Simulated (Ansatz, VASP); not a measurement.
# One calculation of Ni, two programs

INCAR

```
  PREC = Accurate
  ENCUT = 520
  EDIFF = 1E-6
  ISMEAR = -1
  SIGMA = 0.05
  LREAL = F
  LASPH = T
  NELM = 80
  ALGO = Normal
  ISIF = 2
  LWAVE = F
  LCHARG = F
  GGA = PS
  NBANDS = 11
```

KPOINTS

```
regular mesh
0
Gamma
  13 13 13
```

File POSCAR:

```
Ni
1.0
    0.0000000000      1.7375729330      1.7375729330
    1.7375729330      0.0000000000      1.7375729330
    1.7375729330      1.7375729330      0.0000000000
Ni
1
Direct
    0.0000000000      0.0000000000      0.0000000000
```

The input input.yaml:

```yaml
crystal:
  lattice:
    - [0.0, 1.737572933, 1.737572933]
    - [1.737572933, 0.0, 1.737572933]
    - [1.737572933, 1.737572933, 0.0]
  atoms:
    - { symbol: Ni, position: [0.0, 0.0, 0.0] }
kpoints:
  mp_grid: { grid: [13, 13, 13] }
scf:
  occupations: { method: fermi_dirac, width: 0.05 }
hamiltonian:
  xc: pbesol
  pseudopotentials: { kind: all_electron, lapw: { basis_error: 0.001 } }
output:
  forces: true
  stress: true
  eigenvalues: true
```

Alike in both runs: task single point; functional PBEsol; k mesh 13 × 13 × 13; occupations fermi-dirac, width 0.05 eV; no spin polarisation.

|  | VASP | Ansatz |
| --- | --- | --- |
| version | VASP 6.6.1 | Ansatz 0.2.0 |
| potentials or method | VASP PAW PBE potentials, release 64 (Ni), cutoff 520 eV | all-electron LAPW, scalar-relativistic |

Ansatz gave:

- gap on the k mesh at the Fermi level (eV): none
- pressure (GPa): -3.5

Which values does VASP return?

gap on the k mesh at the Fermi level (eV): none; pressure (GPa): -3.4.

VASP's potentials were made for PBE, not for PBEsol. A gap of «none» marks a metal or a gap that the smearing closes. Ansatz ran all-electron here, and VASP with PAW potentials.
